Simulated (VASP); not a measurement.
# Sc (Fm-3m) in VASP: notebook

Sc is run at these levels: PBE; tasks: single point.

All numbers are computed with VASP 6.6.1; they aren't measurements. Logs are shortened: lines on timing, memory, paths and dates and some standing lists are left out, and cuts for length are marked.

## (1) The cell of the first run

It takes space group Fm-3m (No. 225, cubic). Conventional cell: a = 4.579 Å, b = 4.579 Å, c = 4.579 Å, α = 90.00°, β = 90.00°, γ = 90.00°. Sc (site symmetry m-3m) has 12 Sc at 3.24 Å within 4.3 Å.

## (2) Single point, PBE (volume scaled by 1.025)

The input, INCAR:

```
SYSTEM = Sc
  PREC = Accurate
  ENCUT = 520
  EDIFF = 1E-6
  ISMEAR = -1
  SIGMA = 0.03
  LREAL = .FALSE.
  LASPH = .TRUE.
  NELM = 100
  ALGO = Normal
  ISIF = 2
  LWAVE = .FALSE.
  LCHARG = .FALSE.
  GGA = PE
  NBANDS = 12
```

The input, KPOINTS:

```
regular mesh
0
G
  12 12 12
  0 0 0
```

The input, POSCAR:

```
Sc
1.0
    0.0000000000      2.2892653138      2.2892653138
    2.2892653138      0.0000000000      2.2892653138
    2.2892653138      2.2892653138      0.0000000000
Sc
1
Direct
    0.0000000000      0.0000000000      0.0000000000
```

Potentials or basis: VASP PAW PBE potentials, release 64 (Sc_sv).

On the command line:

```bash
cat potpaw_PBE.64/Sc_sv/POTCAR > POTCAR
mpirun -np 1 vasp_std > vasp.out
```

OUTCAR:

```text
SYSTEM = Sc
   PREC = Accurate
   ENCUT = 520
   EDIFF = 1E-6
   ISMEAR = -1
   LREAL = .FALSE.
   LASPH = .TRUE.
   NELM = 100
   ISIF = 2
   GGA = PE

 ion  position               nearest neighbor table
   1  0.000  0.000  0.000-

  LATTYP: Found a face centered cubic cell.
 ALAT       =     4.5785306276

  Lattice vectors:

 A1 = (   0.0000000000,   2.2892653138,   2.2892653138)
 A2 = (   2.2892653138,   0.0000000000,   2.2892653138)
 A3 = (   2.2892653138,   2.2892653138,   0.0000000000)

Analysis of symmetry for initial positions (statically):
=====================================================================
 Subroutine PRICEL returns:
 Original cell was already a primitive cell.

 Routine SETGRP: Setting up the symmetry group for a
 face centered cubic supercell.

 Subroutine GETGRP returns: Found 48 space group operations
 (whereof 48 operations were pure point group operations)
 out of a pool of 48 trial point group operations.

The static configuration has the point symmetry O_h .

Analysis of symmetry for dynamics (positions and initial velocities):
=====================================================================
 Subroutine PRICEL returns:
 Original cell was already a primitive cell.

 Routine SETGRP: Setting up the symmetry group for a
 face centered cubic supercell.

 Subroutine GETGRP returns: Found 48 space group operations
 (whereof 48 operations were pure point group operations)
 out of a pool of 48 trial point group operations.

The dynamic configuration has the point symmetry O_h .

 Subroutine INISYM returns: Found 48 space group operations
 (whereof 48 operations are pure point group operations),
 and found     1 'primitive' translations

----------------------------------------------------------------------------------------

                                     Primitive cell

  volume of cell :      23.9949

  direct lattice vectors                    reciprocal lattice vectors
     0.000000000  2.289265314  2.289265314    -0.218410683  0.218410683  0.218410683
     2.289265314  0.000000000  2.289265314     0.218410683 -0.218410683  0.218410683
     2.289265314  2.289265314  0.000000000     0.218410683  0.218410683 -0.218410683

  length of vectors
     3.237510055  3.237510055  3.237510055     0.378298399  0.378298399  0.378298399

  position of ions in fractional coordinates (direct lattice)
     0.000000000  0.000000000  0.000000000

  ion indices of the primitive-cell ions
   primitive index   ion index
                 1           1

----------------------------------------------------------------------------------------

 KPOINTS: regular mesh

Automatic generation of k-mesh.
 Grid dimensions read from file:
 generate k-points for:   12   12   12

 Generating k-lattice:

  Cartesian coordinates                     Fractional coordinates (reciprocal lattice)
    -0.018200890  0.018200890  0.018200890     0.083333333  0.000000000  0.000000000
     0.018200890 -0.018200890  0.018200890     0.000000000  0.083333333  0.000000000
     0.018200890  0.018200890 -0.018200890     0.000000000  0.000000000  0.083333333

  Length of vectors
     0.031524867  0.031524867  0.031524867

  Shift w.r.t. Gamma in fractional coordinates (k-lattice)
     0.000000000  0.000000000  0.000000000

 Subroutine IBZKPT returns following result:
 ===========================================

 Found     72 irreducible k-points:

 Following reciprocal coordinates:
            Coordinates               Weight
  0.000000  0.000000  0.000000      1.000000
  0.083333  0.000000  0.000000      8.000000
  0.166667  0.000000  0.000000      8.000000
  0.250000  0.000000  0.000000      8.000000
  0.333333  0.000000  0.000000      8.000000
  0.416667  0.000000  0.000000      8.000000
[... 16 lines left out ...]
  0.500000  0.166667  0.000000     24.000000
 -0.416667  0.166667  0.000000     24.000000
 [... further k-points ...]
   k-points           NKPTS =     72   k-points in BZ     NKDIM =     72   number of bands    NBANDS=     12
   number of dos      NEDOS =    301   number of ions     NIONS =      1
   total plane-waves  NPLWV =  13824
   dimension x,y,z NGX =    24 NGY =   24 NGZ =   24
   dimension x,y,z NGXF=    48 NGYF=   48 NGZF=   48
   ions per type =               1
   NGX,Y,Z   is equivalent  to a cutoff of  12.32, 12.32, 12.32 a.u.
   NGXF,Y,Z  is equivalent  to a cutoff of  24.65, 24.65, 24.65 a.u.
 SYSTEM =  Sc
   PREC   = accura    normal or accurate (medium, high low for compatibility)
   ISTART =      0    job   : 0-new  1-cont  2-samecut
   ICHARG =      2    charge: 1-file 2-atom 10-const
   ISPIN  =      1    spin polarized calculation?
   LNONCOLLINEAR =      F non collinear calculations
   LSORBIT =      F    spin-orbit coupling
   LASPH  =      T    aspherical Exc in radial PAW
   ENCUT  =  520.0 eV  38.22 Ry    6.18 a.u.   6.02  6.02  6.02*2*pi/ulx,y,z
   NELM   =    100;   NELMIN=  2; NELMDL= -5     # of ELM steps
   EDIFF  = 0.1E-05   stopping-criterion for ELM
   LREAL  =      F    real-space projection
   EDIFFG = 0.1E-04   stopping-criterion for IOM
   NSW    =      0    number of steps for IOM
   IBRION =     -1    ionic relax: 0-MD 1-quasi-New 2-CG
   NFREE  =      0    steps in history (QN), initial steepest desc. (CG)
   ISIF   =      2    stress and relaxation
   ISYM   =      2    0-nonsym 1-usesym 2-fastsym
   POTIM  = 0.5000    time-step for ionic-motion
   TEBEG  =    0.0;   TEEND  =   0.0 temperature during run
   PSTRESS=    0.0 pullay stress
   NELECT =      11.0000    total number of electrons
   NUPDOWN=      -1.0000    fix difference up-down
   EMIN   =  10.00;   EMAX   =-10.00  energy-range for DOS
   EFERMI =   0.00;   METHOD = LEGACY
   ISMEAR =    -1;   SIGMA  =   0.03  broadening in eV -4-tet -1-fermi 0-gaus
   EFERMI_NEDOS =   21; number of points for ismear=-14 and -15
   IALGO  =     38    algorithm
   IMIX   =      4    mixing-type and parameters
     AMIX     =   0.40;   BMIX     =  1.00
     AMIX_MAG =   1.60;   BMIX_MAG =  1.00
  volume/ion in A,a.u.               =      23.99       161.93
  Fermi-wavevector in a.u.,A,eV,Ry     =   1.262311  2.385421 21.679908  1.593428
  Thomas-Fermi vector in A             =   2.395725
   LORBIT       =      0    0 simple, 1 ext, 2 COOP (PROOUT), +10 PAW based schemes
   GGA     = PE    functional components
   LHFCALC =     F    Hartree Fock is set to
   AEXX    =    0.0000 exact exchange contribution
   IVDW    =     0    specifies the selected vdW correction
   LEPSILON=     F    determine dielectric tensor
   LRPA    =     F    only Hartree local field effects (RPA)
 non-spin polarized calculation
  energy-cutoff  :      520.00
  volume of cell :       23.99
 maximum number of plane-waves:       656
   NGX = 13   NGY = 13   NGZ = 13

 number of electron      10.9999996 magnetization

 Free energy of the ion-electron system (eV)
  ---------------------------------------------------
  ext. energy  EPLUGINS =         0.00000000
  ---------------------------------------------------
  free energy    TOTEN  =        -6.20133042 eV

  energy without entropy =       -6.19657372  energy(sigma->0) =       -6.19895207

 E-fermi :   3.8997     XC(G=0):  -9.9834

 val. band max:        3.8560041313   @ k =  -0.4167   0.1667   0.0833
 cond. band min:       3.9363042741   @ k =   0.5000   0.3333   0.1667
 fundamental gap:      0.0803001428
 Fermi energy:         3.8997372372

 k-point     1 :       0.0000    0.0000    0.0000
  band No.  band energies     occupation
      1     -45.4688      2.00000
      2     -23.8695      2.00000
      3     -23.8695      2.00000
      4     -23.8695      2.00000
      5      -1.3413      2.00000
      6       5.5155      0.00000
      7       5.5155      0.00000
      8       5.5155      0.00000
      9       6.9418      0.00000
     10       6.9418      0.00000
     11      16.5500      0.00000
     12      20.0519      0.00000

 k-point     2 :       0.0833    0.0000    0.0000
  band No.  band energies     occupation
      1     -45.4644      2.00000
      2     -23.8994      2.00000
      3     -23.8733      2.00000
      4     -23.8733      2.00000
      5      -1.1613      2.00000
      6       5.3815      0.00000
      7       5.5815      0.00000
      8       5.5815      0.00000
      9       6.8959      0.00000
     10       6.8959      0.00000
     11      16.7077      0.00000
     12      18.7387      0.00000

 k-point     3 :       0.1667    0.0000    0.0000
  band No.  band energies     occupation
      1     -45.4523      2.00000
      2     -23.9803      2.00000
      3     -23.8837      2.00000
      4     -23.8837      2.00000
      5      -0.6437      2.00000
      6       5.0453      0.00000
      7       5.7130      0.00000
      8       5.7130      0.00000
      9       6.8414      0.00000
     10       6.8414      0.00000
     11      16.3342      0.00000
     12      17.4162      0.00000

 k-point     4 :       0.2500    0.0000    0.0000
  band No.  band energies     occupation
      1     -45.4357      2.00000
      2     -24.0891      2.00000
      3     -23.8979      2.00000
      4     -23.8979      2.00000
      5       0.1399      2.00000
      6       4.6484      0.00000
      7       5.7264      0.00000
      8       5.7264      0.00000
      9       6.9885      0.00000
     10       6.9885      0.00000
     11      14.5248      0.00000
     12      17.1718      0.00000

 k-point     5 :       0.3333    0.0000    0.0000
  band No.  band energies     occupation
      1     -45.4190      2.00000
      2     -24.1961      2.00000
      3     -23.9120      2.00000
      4     -23.9120      2.00000
      5       1.0447      2.00000
      6       4.3284      0.00000
      7       5.5916      0.00000
      8       5.5916      0.00000
      9       7.3550      0.00000
     10       7.3550      0.00000
     11      12.7683      0.00000
     12      16.6073      0.00000

 k-point     6 :       0.4167    0.0000    0.0000
  band No.  band energies     occupation
      1     -45.4068      2.00000
      2     -24.2733      2.00000
      3     -23.9222      2.00000
      4     -23.9222      2.00000
      5       1.8071      2.00000
      6       4.1831      0.00016
      7       5.4546      0.00000
      8       5.4546      0.00000
      9       7.7160      0.00000
     10       7.7160      0.00000
     11      11.4107      0.00000
     12      16.0989      0.00000

 k-point     7 :       0.5000    0.0000    0.0000
  band No.  band energies     occupation
      1     -45.4023      2.00000
      2     -24.3013      2.00000
      3     -23.9259      2.00000
      4     -23.9259      2.00000
      5       2.1040      2.00000
      6       4.1752      0.00021
      7       5.4011      0.00000
      8       5.4011      0.00000
      9       7.8650      0.00000
     10       7.8650      0.00000
     11      10.8682      0.00000
     12      15.9087      0.00000

 k-point     8 :       0.0833    0.0833    0.0000
  band No.  band energies     occupation
      1     -45.4629      2.00000
      2     -23.8987      2.00000
      3     -23.8798      2.00000
      4     -23.8798      2.00000
      5      -1.1018      2.00000
      6       5.3154      0.00000
      7       5.6217      0.00000
      8       5.6217      0.00000
      9       6.7486      0.00000
     10       6.9987      0.00000
     11      16.7882      0.00000
     12      19.0509      0.00000
[... 166 lines left out ...]
 k-point    20 :       0.2500    0.1667    0.0000
  band No.  band energies     occupation
      1     -45.4343      2.00000
      2     -24.0466      2.00000
      3     -23.9259      2.00000
      4     -23.9234      2.00000
      5       0.1566      2.00000
      6       4.5086      0.00000
      7       5.7489      0.00000
      8       6.1130      0.00000
      9       6.3895      0.00000
     10       7.2896      0.00000
     11      16.1392      0.00000
     12      17.4587      0.00000

 k-point    21 :       0.3333    0.1667    0.0000
  band No.  band energies     occupation
      1     -45.4192      2.00000
      2     -24.1343      2.00000
      3     -23.9430      2.00000
      4     -23.9413      2.00000
      5       0.9490      2.00000
      6       4.2165      0.00005
      7       5.3497      0.00000
      8       6.1208      0.00000
      9       6.9390      0.00000
     10       7.5524      0.00000
     11      14.1679      0.00000
     12      16.9643      0.00000

 k-point    22 :       0.4167    0.1667    0.0000
  band No.  band energies     occupation
      1     -45.4055      2.00000
      2     -24.2111      2.00000
      3     -23.9672      2.00000
      4     -23.9502      2.00000
      5       1.8090      2.00000
      6       3.9729      0.16047
      7       5.0795      0.00000
      8       5.9993      0.00000
      9       7.6216      0.00000
     10       7.8298      0.00000
     11      12.3321      0.00000
     12      16.3003      0.00000

 k-point    23 :       0.5000    0.1667    0.0000
  band No.  band energies     occupation
      1     -45.3969      2.00000
      2     -24.2567      2.00000
      3     -23.9899      2.00000
      4     -23.9503      2.00000
      5       2.4856      2.00000
      6       3.7889      1.95150
      7       5.0011      0.00000
      8       5.8727      0.00000
      9       7.8998      0.00000
     10       8.3105      0.00000
     11      10.9979      0.00000
     12      15.7316      0.00000

 k-point    24 :      -0.4167    0.1667    0.0000
  band No.  band energies     occupation
      1     -45.3958      2.00000
      2     -24.2604      2.00000
      3     -24.0041      2.00000
      4     -23.9415      2.00000
      5       2.6156      2.00000
      6       3.8210      1.86487
      7       4.9640      0.00000
      8       5.8180      0.00000
      9       7.6654      0.00000
     10       8.6181      0.00000
     11      10.8350      0.00000
     12      15.3473      0.00000

 [... further k-points ...]
[... 5 lines left out ...]
  --------------------------------------------------------------------------------------
  -------------------------------------------------------------------------------------
  Total        0.2266998      0.2266998      0.2266998      0.0000000      0.0000000      0.0000000
  in kB       15.1371203     15.1371203     15.1371203      0.0000000      0.0000000      0.0000000
  external PRESSURE =      15.1371203 kB  Pullay stress =       0.0000000 kB

 VOLUME and BASIS-vectors are now :
 -----------------------------------------------------------------------------
  energy-cutoff  :      520.00
  volume of cell :       23.99
      direct lattice vectors                 reciprocal lattice vectors
     0.000000000  2.289265314  2.289265314    -0.218410683  0.218410683  0.218410683
     2.289265314  0.000000000  2.289265314     0.218410683 -0.218410683  0.218410683
     2.289265314  2.289265314  0.000000000     0.218410683  0.218410683 -0.218410683

 POSITION                                       TOTAL-FORCE (eV/Angst)
 -----------------------------------------------------------------------------------
      0.00000      0.00000      0.00000        -0.000000      0.000000      0.000000
 -----------------------------------------------------------------------------------
    total drift:                               -0.000000      0.000000     -0.000000

  FREE ENERGIE OF THE ION-ELECTRON SYSTEM (eV)
  ---------------------------------------------------
  free  energy   TOTEN  =        -6.2013304177 eV

  energy  without entropy=       -6.1965737216  energy(sigma->0) =       -6.19895207
```

Wall time 28 s (1 thread of Intel Xeon 8259CL, shared host); peak memory 0.15 GiB.

What came out:

| Property | Result |
| --- | --- |
| Free energy | -6.2013 eV |
| Pressure | 1.5 GPa |

## (3) Single point, PBE (volume scaled by 1.05)

The input, INCAR:

```
PREC = Accurate
ENCUT = 520
EDIFF = 1E-6
ISMEAR = -1
SIGMA = 0.03
LREAL = F
LASPH = T
NELM = 100
ALGO = Normal
ISIF = 2
LWAVE = F
LCHARG = F
GGA = PE
NBANDS = 12
```

The input, KPOINTS:

```
Automatic mesh
0
Gamma
  12 12 12
```

The input, POSCAR:

```
Sc
1.0
    0.0000000000      2.3077279282      2.3077279282
    2.3077279282      0.0000000000      2.3077279282
    2.3077279282      2.3077279282      0.0000000000
Sc
1
Direct
    0.0000000000      0.0000000000      0.0000000000
```

Potentials or basis: VASP PAW PBE potentials, release 64 (Sc_sv).

On the command line:

```bash
cat potpaw_PBE.64/Sc_sv/POTCAR > POTCAR
mpirun -np 1 vasp_std > vasp.out
```

Wall time 34 s (1 thread of Intel Xeon 8259CL, shared host); peak memory 0.15 GiB.

The run converged. Its results:

```
Free energy : -6.2047 eV
Pressure    : 0.2 GPa
```

Levels at points of the mesh, in eV from the Fermi level:
| k point | band 3 | band 4 | band 5 | band 6 | band 7 | band 8 |
| --- | --- | --- | --- | --- | --- | --- |
| (0.00, 0.00, 0.00) | -27.85 | -27.85 | -5.19 | 1.58 | 1.58 | 1.58 |
| (0.50, 0.00, 0.00) | -27.90 | -27.90 | -1.77 | 0.23 | 1.48 | 1.48 |
| (0.50, 0.50, 0.00) | -27.99 | -27.99 | -1.52 | -0.63 | 1.93 | 3.85 |
